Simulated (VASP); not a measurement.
A run of VASP 6.6.1 is set up as follows.

File INCAR:

```
SYSTEM = RbLiGe2S2
ALGO     = Normal         ! electronic algorithm
EDIFF    = 1E-6           ! SCF threshold, eV
ENCUT    = 520            ! plane-wave cutoff, eV
GGA      = PE             ! functional
ISIF     = 2              ! what is computed and relaxed
ISMEAR   = 0              ! smearing method
LASPH    = .TRUE.         ! aspherical terms in the spheres
LCHARG   = .FALSE.        ! write CHGCAR
LREAL    = .FALSE.        ! projectors in reciprocal space
LWAVE    = .FALSE.        ! write WAVECAR
NBANDS   = 35             ! bands
NELM     = 100            ! most SCF steps
PREC     = Accurate       ! precision mode
SIGMA    = 0.1            ! smearing width, eV
```

File KPOINTS:

```
k-points
0
G
  6 6 4
  0 0 0
```

The input POSCAR:

```
RbLiGe2S2
1.0
    4.1349798675      0.0000000000      0.0000000000
   -2.0674899337      3.5809976094      0.0000000000
    0.0000000000      0.0000000000     10.2959407343
Rb Li Ge S
1 1 2 2
Direct
    0.0000000000      0.0000000000      0.0000000000
    0.0000000000      0.0000000000      0.5000000000
    0.6666666667      0.3333333333      0.6808427276
    0.3333333333      0.6666666667      0.3191572724
    0.6666666667      0.3333333333      0.2282478544
    0.3333333333      0.6666666667      0.7717521456
```

Potentials or basis: VASP PAW PBE potentials, release 64 (Rb_sv, Li_sv, Ge_d, S).

Command:

```console
$ cat potpaw_PBE.64/Rb_sv/POTCAR potpaw_PBE.64/Li_sv/POTCAR potpaw_PBE.64/Ge_d/POTCAR potpaw_PBE.64/S/POTCAR > POTCAR
$ mpirun -np 1 vasp_std > vasp.out
```

(1) Estimate the band gap on the k mesh.

(2) Predict the largest force.

Results:

(1) zero (bands 26 and 27 overlap by 1.27 eV).

(2) 0.011 eV/Å.
